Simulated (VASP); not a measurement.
TiC:

```
Ti C
1.0
     0.00000    2.16572    2.16572
     2.16572    0.00000    2.16572
     2.16572    2.16572    0.00000
Ti C
1 1
Direct
  0.00000 0.00000 0.00000
  0.50000 0.50000 0.50000
```

| Item | Value |
| --- | --- |
| Program | VASP 6.6.1 |
| Task | relaxation of cell and atoms |
| Functional | PBE |
| Potentials or basis | VASP PAW PBE potentials, release 64 (Ti_sv, C) |
| Cutoff | 600 eV |
| k mesh | 11 × 11 × 11 |
| Occupations | fermi-dirac, width 0.05 eV |
| Spin | no spin polarisation |
| Hubbard terms | Ti d U = 2.0 eV |

At the start: pressure 6.0 GPa; volume 10.16 Å³/atom.

**Question.** How do energy, volume and symmetry change on relaxing?

**Answer.** Over 3 steps the energy falls by 4.4 meV/atom and the volume is 10.40 Å³/atom (+2.4 %); space group Fm-3m (No. 225, to 0.05 Å).

The path:
```csv
step,energy change (eV),largest force (eV/Å),pressure (GPa),volume (Å³)
1,0.0000,0.0000,5.99,20.32
2,0.0060,0.0000,-7.03,21.45
3,-0.0089,0.0000,-0.03,20.80
```

Final structure:
```cif
data_structure
_symmetry_space_group_name_H-M 'P 1'
_symmetry_Int_Tables_number 1
_cell_length_a 3.0870
_cell_length_b 3.0870
_cell_length_c 3.0870
_cell_angle_alpha 60.000
_cell_angle_beta 60.000
_cell_angle_gamma 60.000
_cell_volume 20.80
loop_
_atom_site_label
_atom_site_type_symbol
_atom_site_fract_x
_atom_site_fract_y
_atom_site_fract_z
_atom_site_occupancy
Ti1 Ti 0.00000 0.00000 0.00000 1
C1 C 0.50000 0.50000 0.50000 1
```

Caveat: U without spin polarisation on a metal has little footing; the U is typed as a test and isn't derived for this compound.
